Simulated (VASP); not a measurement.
# TcOs (Pm-3m) in VASP: notebook

TcOs is run at these levels: LDA; tasks: single point.

Everything below comes from runs of VASP 6.6.1. Logs are shortened: lines on timing, memory, paths and dates and some standing lists are left out, and cuts for length are marked.

## Step 1: The cell of the first run

Symmetry: Pm-3m, No. 221, cubic system. Conventional cell: a = 3.029 Å, b = 3.029 Å, c = 3.029 Å, α = 90.00°, β = 90.00°, γ = 90.00°. Os (site symmetry m-3m) has 8 Tc at 2.62 Å and 6 Os at 3.03 Å within 3.5 Å. Tc (site symmetry m-3m) has 8 Os at 2.62 Å and 6 Tc at 3.03 Å within 3.5 Å.

## Step 2: Single point, LDA

The input, INCAR:

```
PREC = Accurate
ENCUT = 520
EDIFF = 1E-6
ISMEAR = 0
SIGMA = 0.05
LREAL = False
LASPH = True
NELM = 100
ALGO = Normal
ISIF = 2
LWAVE = False
LCHARG = True
LELF = True
LVHAR = True
NBANDS = 18
```

The input, KPOINTS:

```
regular mesh
0
Gamma
  7 7 7
```

The input, POSCAR:

```
TcOs
1.0
    3.0291922430      0.0000000000      0.0000000000
    0.0000000000      3.0291922430      0.0000000000
    0.0000000000      0.0000000000      3.0291922430
Os Tc
1 1
Direct
    0.0000000000      0.0000000000      0.0000000000
    0.5000000000      0.5000000000      0.5000000000
```

Potentials or basis: VASP PAW LDA potentials, release 64 (Os, Tc_pv).

Started as:

```
$ cat potpaw_LDA.64/Os/POTCAR potpaw_LDA.64/Tc_pv/POTCAR > POTCAR
$ mpirun -np 1 vasp_std > vasp.out
```

OUTCAR:

```text
PREC = Accurate
   ENCUT = 520
   EDIFF = 1E-6
   ISMEAR = 0
   LREAL = False
   LASPH = True
   NELM = 100
   ISIF = 2

 ion  position               nearest neighbor table
   1  0.000  0.000  0.000-   2 2.62   2 2.62   2 2.62   2 2.62   2 2.62   2 2.62   2 2.62   2 2.62

   2  0.500  0.500  0.500-   1 2.62   1 2.62   1 2.62   1 2.62   1 2.62   1 2.62   1 2.62   1 2.62

  LATTYP: Found a simple cubic cell.
 ALAT       =     3.0291922430

  Lattice vectors:

 A1 = (   3.0291922430,   0.0000000000,   0.0000000000)
 A2 = (   0.0000000000,   3.0291922430,   0.0000000000)
 A3 = (   0.0000000000,   0.0000000000,   3.0291922430)

Analysis of symmetry for initial positions (statically):
=====================================================================
 Subroutine PRICEL returns:
 Original cell was already a primitive cell.

 Routine SETGRP: Setting up the symmetry group for a
 simple cubic supercell.

 Subroutine GETGRP returns: Found 48 space group operations
 (whereof 48 operations were pure point group operations)
 out of a pool of 48 trial point group operations.

The static configuration has the point symmetry O_h .

Analysis of symmetry for dynamics (positions and initial velocities):
=====================================================================
 Subroutine PRICEL returns:
 Original cell was already a primitive cell.

 Routine SETGRP: Setting up the symmetry group for a
 simple cubic supercell.

 Subroutine GETGRP returns: Found 48 space group operations
 (whereof 48 operations were pure point group operations)
 out of a pool of 48 trial point group operations.

The dynamic configuration has the point symmetry O_h .

 Subroutine INISYM returns: Found 48 space group operations
 (whereof 48 operations are pure point group operations),
 and found     1 'primitive' translations

----------------------------------------------------------------------------------------

                                     Primitive cell

  volume of cell :      27.7959

  direct lattice vectors                    reciprocal lattice vectors
     3.029192243  0.000000000  0.000000000     0.330121009  0.000000000  0.000000000
     0.000000000  3.029192243  0.000000000     0.000000000  0.330121009  0.000000000
     0.000000000  0.000000000  3.029192243     0.000000000  0.000000000  0.330121009

  length of vectors
     3.029192243  3.029192243  3.029192243     0.330121009  0.330121009  0.330121009

[... 72 lines left out ...]
   LASPH  =      T    aspherical Exc in radial PAW
   ENCUT  =  520.0 eV  38.22 Ry    6.18 a.u.   5.63  5.63  5.63*2*pi/ulx,y,z
   NELM   =    100;   NELMIN=  2; NELMDL= -5     # of ELM steps
   EDIFF  = 0.1E-05   stopping-criterion for ELM
   LREAL  =      F    real-space projection
   EDIFFG = 0.1E-04   stopping-criterion for IOM
   NSW    =      0    number of steps for IOM
   IBRION =     -1    ionic relax: 0-MD 1-quasi-New 2-CG
   NFREE  =      0    steps in history (QN), initial steepest desc. (CG)
   ISIF   =      2    stress and relaxation
   ISYM   =      2    0-nonsym 1-usesym 2-fastsym
   POTIM  = 0.5000    time-step for ionic-motion
   TEBEG  =    0.0;   TEEND  =   0.0 temperature during run
   PSTRESS=    0.0 pullay stress
   NELECT =      21.0000    total number of electrons
   NUPDOWN=      -1.0000    fix difference up-down
   EMIN   =  10.00;   EMAX   =-10.00  energy-range for DOS
   EFERMI =   0.00;   METHOD = LEGACY
   ISMEAR =     0;   SIGMA  =   0.05  broadening in eV -4-tet -1-fermi 0-gaus
   EFERMI_NEDOS =   21; number of points for ismear=-14 and -15
   IALGO  =     38    algorithm
   IMIX   =      4    mixing-type and parameters
     AMIX     =   0.40;   BMIX     =  1.00
     AMIX_MAG =   1.60;   BMIX_MAG =  1.00
  volume/ion in A,a.u.               =      13.90        93.79
  Fermi-wavevector in a.u.,A,eV,Ry     =   1.491035  2.817647 30.248262  2.223185
  Thomas-Fermi vector in A             =   2.603741
   LORBIT       =      0    0 simple, 1 ext, 2 COOP (PROOUT), +10 PAW based schemes
   GGA     = CA    functional components
   LHFCALC =     F    Hartree Fock is set to
   AEXX    =    0.0000 exact exchange contribution
   IVDW    =     0    specifies the selected vdW correction
   LEPSILON=     F    determine dielectric tensor
   LRPA    =     F    only Hartree local field effects (RPA)
 non-spin polarized calculation
 Gauss-broadening in eV      SIGMA  =   0.05
  energy-cutoff  :      520.00
  volume of cell :       27.80
 maximum number of plane-waves:       756
 NGX is ok and might be reduce to    24
   NGX = 11   NGY = 11   NGZ = 11

 number of electron      21.0000003 magnetization

 Free energy of the ion-electron system (eV)
  ---------------------------------------------------
  ext. energy  EPLUGINS =         0.00000000
  ---------------------------------------------------
  free energy    TOTEN  =       -23.21693433 eV

  energy without entropy =      -23.21217028  energy(sigma->0) =      -23.21455231

 E-fermi :  11.7076     XC(G=0): -14.2085

 val. band max:       11.6939226408   @ k =   0.4286   0.4286   0.0000
 cond. band min:      11.7151358033   @ k =   0.4286   0.4286   0.1429
 fundamental gap:      0.0212131625
 Fermi energy:        11.7075564712

 k-point     1 :       0.0000    0.0000    0.0000
  band No.  band energies     occupation
      1     -27.4079      2.00000
      2     -27.4079      2.00000
      3     -27.4079      2.00000
      4       1.9815      2.00000
      5       4.5196      2.00000
      6       4.5196      2.00000
[... 397 lines left out ...]
      5       7.0498      2.00000
      6       7.0498      2.00000
[... 10 lines left out ...]
     17      22.2244      0.00000
     18      22.2426      0.00000

------------------------ aborting loop because EDIFF is reached ----------------------------------------

  FORCE on cell =-STRESS in cart. coord.  units (eV):
  Direction    XX          YY          ZZ          XY          YZ          ZX
  --------------------------------------------------------------------------------------
  -------------------------------------------------------------------------------------
  Total        0.8018659      0.8018659      0.8018659      0.0000000      0.0000000     -0.0000000
  in kB       46.2202023     46.2202023     46.2202023      0.0000000      0.0000000     -0.0000000
  external PRESSURE =      46.2202023 kB  Pullay stress =       0.0000000 kB

 VOLUME and BASIS-vectors are now :
 -----------------------------------------------------------------------------
  energy-cutoff  :      520.00
  volume of cell :       27.80
      direct lattice vectors                 reciprocal lattice vectors
     3.029192243  0.000000000  0.000000000     0.330121009  0.000000000  0.000000000
     0.000000000  3.029192243  0.000000000     0.000000000  0.330121009  0.000000000
     0.000000000  0.000000000  3.029192243     0.000000000  0.000000000  0.330121009

 POSITION                                       TOTAL-FORCE (eV/Angst)
 -----------------------------------------------------------------------------------
      0.00000      0.00000      0.00000         0.000000      0.000000      0.000000
      1.51460      1.51460      1.51460         0.000000      0.000000      0.000000
 -----------------------------------------------------------------------------------
    total drift:                                0.000000     -0.000000     -0.000000

  FREE ENERGIE OF THE ION-ELECTRON SYSTEM (eV)
  ---------------------------------------------------
  free  energy   TOTEN  =       -23.2169343345 eV

  energy  without entropy=      -23.2121702792  energy(sigma->0) =      -23.21455231
```

It took 10 s on 1 thread of Intel Xeon 8259CL, shared host; peak memory 0.14 GiB.

What came out:

```
Free energy : -23.2169 eV
Pressure    : 4.6 GPa
```

Levels at points of the mesh, in eV from the Fermi level:
| k point | band 6 | band 7 | band 8 | band 9 | band 10 | band 11 | band 12 | band 13 | band 14 | band 15 |
| --- | --- | --- | --- | --- | --- | --- | --- | --- | --- | --- |
| (0.00, 0.00, 0.00) | -7.19 | -3.03 | -3.03 | -3.03 | 0.26 | 0.26 | 2.77 | 2.77 | 2.77 | 8.78 |

Caveat: spin-orbit coupling is left out, which moves the levels of the heavy elements.

## Step 3: Single point, LDA

This run uses another cell than the first one, of 14.04 Å³/atom, 1.010 times its volume.

The input, INCAR:

```
PREC = Accurate
ENCUT = 520
EDIFF = 1E-6
ISMEAR = 0
SIGMA = 0.05
LREAL = False
LASPH = True
NELM = 60
ALGO = Normal
ISIF = 2
LWAVE = False
LCHARG = False
GGA = CA
NBANDS = 18
```

The input, KPOINTS:

```
Automatic mesh
0
Gamma
  7 7 7
```

The input, POSCAR:

```
TcOs
1.0
    3.0393573938      0.0000000000      0.0000000000
    0.0000000000      3.0393573938      0.0000000000
    0.0000000000      0.0000000000      3.0393573938
Os Tc
1 1
Direct
    0.0000000000      0.0000000000      0.0000000000
    0.5000000000      0.5000000000      0.5000000000
```

Potentials or basis: VASP PAW LDA potentials, release 64 (Os, Tc_pv).

Started as:

```
$ cat potpaw_LDA.64/Os/POTCAR potpaw_LDA.64/Tc_pv/POTCAR > POTCAR
$ mpirun -np 1 vasp_std > vasp.out
```

OUTCAR:

```text
PREC = Accurate
   ENCUT = 520
   EDIFF = 1E-6
   ISMEAR = 0
   LREAL = False
   LASPH = True
   NELM = 60
   ISIF = 2
   GGA = CA

 ion  position               nearest neighbor table
   1  0.000  0.000  0.000-   2 2.63   2 2.63   2 2.63   2 2.63   2 2.63   2 2.63   2 2.63   2 2.63

   2  0.500  0.500  0.500-   1 2.63   1 2.63   1 2.63   1 2.63   1 2.63   1 2.63   1 2.63   1 2.63

  LATTYP: Found a simple cubic cell.
 ALAT       =     3.0393573938

  Lattice vectors:

 A1 = (   3.0393573938,   0.0000000000,   0.0000000000)
 A2 = (   0.0000000000,   3.0393573938,   0.0000000000)
 A3 = (   0.0000000000,   0.0000000000,   3.0393573938)

Analysis of symmetry for initial positions (statically):
=====================================================================
 Subroutine PRICEL returns:
 Original cell was already a primitive cell.

 Routine SETGRP: Setting up the symmetry group for a
 simple cubic supercell.

 Subroutine GETGRP returns: Found 48 space group operations
 (whereof 48 operations were pure point group operations)
 out of a pool of 48 trial point group operations.

The static configuration has the point symmetry O_h .

Analysis of symmetry for dynamics (positions and initial velocities):
=====================================================================
 Subroutine PRICEL returns:
 Original cell was already a primitive cell.

 Routine SETGRP: Setting up the symmetry group for a
 simple cubic supercell.

 Subroutine GETGRP returns: Found 48 space group operations
 (whereof 48 operations were pure point group operations)
 out of a pool of 48 trial point group operations.

The dynamic configuration has the point symmetry O_h .

 Subroutine INISYM returns: Found 48 space group operations
 (whereof 48 operations are pure point group operations),
 and found     1 'primitive' translations

[... 106 lines left out ...]
   IALGO  =     38    algorithm
   IMIX   =      4    mixing-type and parameters
     AMIX     =   0.40;   BMIX     =  1.00
     AMIX_MAG =   1.60;   BMIX_MAG =  1.00
  volume/ion in A,a.u.               =      14.04        94.74
  Fermi-wavevector in a.u.,A,eV,Ry     =   1.486048  2.808223 30.046270  2.208339
  Thomas-Fermi vector in A             =   2.599383
   LORBIT       =      0    0 simple, 1 ext, 2 COOP (PROOUT), +10 PAW based schemes
   GGA     = CA    functional components
   LHFCALC =     F    Hartree Fock is set to
   AEXX    =    0.0000 exact exchange contribution
   IVDW    =     0    specifies the selected vdW correction
   LEPSILON=     F    determine dielectric tensor
   LRPA    =     F    only Hartree local field effects (RPA)
 non-spin polarized calculation
 Gauss-broadening in eV      SIGMA  =   0.05
  energy-cutoff  :      520.00
  volume of cell :       28.08
 maximum number of plane-waves:       772
 NGX is ok and might be reduce to    24
   NGX = 11   NGY = 11   NGZ = 11

 number of electron      21.0000004 magnetization

 Free energy of the ion-electron system (eV)
  ---------------------------------------------------
  ext. energy  EPLUGINS =         0.00000000
  ---------------------------------------------------
  free energy    TOTEN  =       -23.22196410 eV

  energy without entropy =      -23.21718044  energy(sigma->0) =      -23.21957227

 E-fermi :  11.5356     XC(G=0): -14.1506

 val. band max:       11.5208369599   @ k =   0.4286   0.4286   0.0000
 cond. band min:      11.5411838832   @ k =   0.4286   0.4286   0.1429
 fundamental gap:      0.0203469233
 Fermi energy:        11.5355814408

 k-point     1 :       0.0000    0.0000    0.0000
  band No.  band energies     occupation
      1     -27.5727      2.00000
      2     -27.5727      2.00000
      3     -27.5727      2.00000
      4       1.8815      2.00000
      5       4.4519      2.00000
      6       4.4519      2.00000
[... 397 lines left out ...]
      5       6.9346      2.00000
      6       6.9346      2.00000
[... 10 lines left out ...]
     17      21.9527      0.00000
     18      21.9660      0.00000

------------------------ aborting loop because EDIFF is reached ----------------------------------------

  FORCE on cell =-STRESS in cart. coord.  units (eV):
  Direction    XX          YY          ZZ          XY          YZ          ZX
  --------------------------------------------------------------------------------------
  -------------------------------------------------------------------------------------
  Total        0.1333737      0.1333737      0.1333737      0.0000000      0.0000000      0.0000000
  in kB        7.6108913      7.6108913      7.6108913      0.0000000      0.0000000      0.0000000
  external PRESSURE =       7.6108913 kB  Pullay stress =       0.0000000 kB

 VOLUME and BASIS-vectors are now :
 -----------------------------------------------------------------------------
  energy-cutoff  :      520.00
  volume of cell :       28.08
      direct lattice vectors                 reciprocal lattice vectors
     3.039357394  0.000000000  0.000000000     0.329016917  0.000000000  0.000000000
     0.000000000  3.039357394  0.000000000     0.000000000  0.329016917  0.000000000
     0.000000000  0.000000000  3.039357394     0.000000000  0.000000000  0.329016917

 POSITION                                       TOTAL-FORCE (eV/Angst)
 -----------------------------------------------------------------------------------
      0.00000      0.00000      0.00000         0.000000      0.000000      0.000000
      1.51968      1.51968      1.51968         0.000000      0.000000      0.000000
 -----------------------------------------------------------------------------------
    total drift:                                0.000000     -0.000000     -0.000000

  FREE ENERGIE OF THE ION-ELECTRON SYSTEM (eV)
  ---------------------------------------------------
  free  energy   TOTEN  =       -23.2219641044 eV

  energy  without entropy=      -23.2171804416  energy(sigma->0) =      -23.21957227
```

OSZICAR:

```text
N       E                     dE             d eps       ncg     rms          rms(c)
DAV:   1     0.184072500433E+03    0.18407E+03   -0.12076E+04   792   0.114E+03
DAV:   2    -0.193272500475E+02   -0.20340E+03   -0.19569E+03   752   0.352E+02
DAV:   3    -0.247212150323E+02   -0.53940E+01   -0.53261E+01   838   0.616E+01
DAV:   4    -0.247562783642E+02   -0.35063E-01   -0.34984E-01   818   0.524E+00
DAV:   5    -0.247565659849E+02   -0.28762E-03   -0.28759E-03   866   0.467E-01    0.272E+01
DAV:   6    -0.234828742389E+02    0.12737E+01   -0.17473E+00   792   0.116E+01    0.107E+01
DAV:   7    -0.232355751598E+02    0.24730E+00   -0.65876E-01   812   0.637E+00    0.132E+00
DAV:   8    -0.232241924908E+02    0.11383E-01   -0.15604E-02   768   0.110E+00    0.767E-01
DAV:   9    -0.232222445241E+02    0.19480E-02   -0.60805E-03   846   0.763E-01    0.203E-01
DAV:  10    -0.232219596896E+02    0.28483E-03   -0.69839E-04   820   0.240E-01    0.879E-02
DAV:  11    -0.232219643399E+02   -0.46503E-05   -0.61481E-05   788   0.494E-02    0.104E-02
DAV:  12    -0.232219641044E+02    0.23551E-06   -0.84989E-07   570   0.665E-03
   1 F= -.23221964E+02 E0= -.23219572E+02  d E =-.478366E-02
```

stdout:

```text
POSCAR found type information on POSCAR OsTc
 POSCAR found :  2 types and       2 ions
 scaLAPACK will be used
 LDA part: xc-table for (Slater(with rela. corr.)+CA(PZ))
 , standard interpolation
 POSCAR, INCAR and KPOINTS ok, starting setup
 FFT: planning ... GRIDC
 FFT: planning ... GRID_SOFT
 FFT: planning ... GRID
 WAVECAR not read
 entering main loop
```

Wall time 8.3 s (1 thread of Intel Xeon 8259CL, shared host); peak memory 0.13 GiB.

Results:

```yaml
Free_energy: -23.2220 eV
Pressure: 0.8 GPa
```

Levels at points of the mesh, in eV from the Fermi level:
| k point | band 8 | band 9 | band 10 | band 11 | band 12 | band 13 |
| --- | --- | --- | --- | --- | --- | --- |
| (0.00, 0.00, 0.00) | -2.99 | -2.99 | 0.26 | 0.26 | 2.73 | 2.73 |

Caveat: spin-orbit coupling is left out, which moves the levels of the heavy elements.

## Step 4: Single point, LDA

This run uses another cell than the first one, of 14.18 Å³/atom, 1.020 times its volume.

The input, INCAR:

```
ALGO     = Normal         # electronic algorithm
EDIFF    = 1E-6           # SCF threshold, eV
ENCUT    = 520            # plane-wave cutoff, eV
GGA      = CA             # functional
ISIF     = 2              # what is computed and relaxed
ISMEAR   = 0              # smearing method
LASPH    = True           # aspherical terms in the spheres
LCHARG   = True           # write CHGCAR
LELF     = True           # ELF
LREAL    = False          # projectors in reciprocal space
LVHAR    = True         
LWAVE    = False          # write WAVECAR
NBANDS   = 18             # bands
NELM     = 60             # most SCF steps
PREC     = Accurate       # precision mode
SIGMA    = 0.05           # smearing width, eV
```

The input, KPOINTS:

```
k-points
0
Gamma
  7 7 7
```

The input, POSCAR:

```
TcOs
1.0
    3.0494550008      0.0000000000      0.0000000000
    0.0000000000      3.0494550008      0.0000000000
    0.0000000000      0.0000000000      3.0494550008
Os Tc
1 1
Direct
    0.0000000000      0.0000000000      0.0000000000
    0.5000000000      0.5000000000      0.5000000000
```

Started as:

```
$ cat potpaw_LDA.64/Os/POTCAR potpaw_LDA.64/Tc_pv/POTCAR > POTCAR
$ mpirun -np 1 vasp_std > vasp.out
```

Run time: 9.3 s. Hardware: 1 thread of Intel Xeon 8259CL, shared host; peak memory 0.13 GiB.

The run converged. Its results:

- Free energy: -23.2206 eV
- Pressure: -2.9 GPa

Levels at points of the mesh, in eV from the Fermi level:
```tsv
k point	band 8	band 9	band 10	band 11	band 12	band 13
(0.00, 0.00, 0.00)	-2.95	-2.95	0.26	0.26	2.69	2.69
```

Caveat: spin-orbit coupling is left out, which moves the levels of the heavy elements.

## Step 5: Overview

| cell | gap on the mesh (eV) | pressure (GPa) |
| --- | --- | --- |
| a = 3.029 Å, 2 atoms | none | 4.6 |
| a = 3.039 Å, 2 atoms | none | 0.8 |
| a = 3.049 Å, 2 atoms | none | -2.9 |

Alike in all rows: task single point; level LDA; potentials or basis VASP PAW LDA potentials, release 64 (Os, Tc_pv); no spin polarisation; k mesh 7 × 7 × 7; cutoff (eV) 520; smearing gaussian 0.05 eV.

Caveats: spin-orbit coupling is left out, which moves the levels of the heavy elements.

Total energies depend on the potentials used, so only differences within one code and one set of settings carry meaning.
